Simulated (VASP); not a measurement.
A run of VASP 6.6.1 is set up as follows.

Contents of INCAR:

```
PREC = Accurate ; ENCUT = 520
EDIFF = 1E-6 ; ISMEAR = 0
SIGMA = 0.05 ; LREAL = False
LASPH = True ; NELM = 60
ALGO = Normal ; ISIF = 2
LWAVE = False ; LCHARG = False
LDIPOL = True ; IDIPOL = 3
DIPOL = 0.5 0.5 0.500 ; GGA = PE
NBANDS = 31
```

File KPOINTS:

```
Automatic mesh
0
Gamma
  3 3 1
```

Contents of POSCAR:

```
Si
1.0
    3.8677060756      0.0000000000      0.0000000000
    0.0000000000      3.8677060756      0.0000000000
    0.0000000000      0.0000000000     27.3069653717
Si
10
Direct
    0.0000000000      0.5000000000      0.2746551987
    0.0000000000      0.0000000000      0.3247318212
    0.5000000000      0.0000000000      0.3748084437
    0.5000000000      0.5000000000      0.4248850662
    0.0000000000      0.5000000000      0.4749616887
    0.0000000000      0.0000000000      0.5250383113
    0.5000000000      0.0000000000      0.5751149338
    0.5000000000      0.5000000000      0.6251915563
    0.0000000000      0.5000000000      0.6752681788
    0.0000000000      0.0000000000      0.7253448013
```

Potentials or basis: VASP PAW PBE potentials, release 64 (Si).

Launch:

```console
$ cat potpaw_PBE.64/Si/POTCAR > POTCAR
$ mpirun -np 1 vasp_std > vasp.out
```

Task: What does it give for the band gap on the k mesh?

Result: Zero (bands 20 and 21 overlap by 0.37 eV).

Task: Predict the largest force.

Result: 0.163 eV/Å.

Forces in eV/Å, atoms in the order of the input:
```
Si   0.000  0.000  0.081
Si   0.000  0.000  0.107
Si   0.000  0.000  0.148
Si   0.000  0.000 -0.163
Si   0.000  0.000  0.013
Si   0.000  0.000 -0.013
Si   0.000  0.000  0.163
Si   0.000  0.000 -0.148
Si   0.000  0.000 -0.107
Si   0.000  0.000 -0.081
```

Caveat: the k points lie up to 0.54 Å⁻¹ apart.
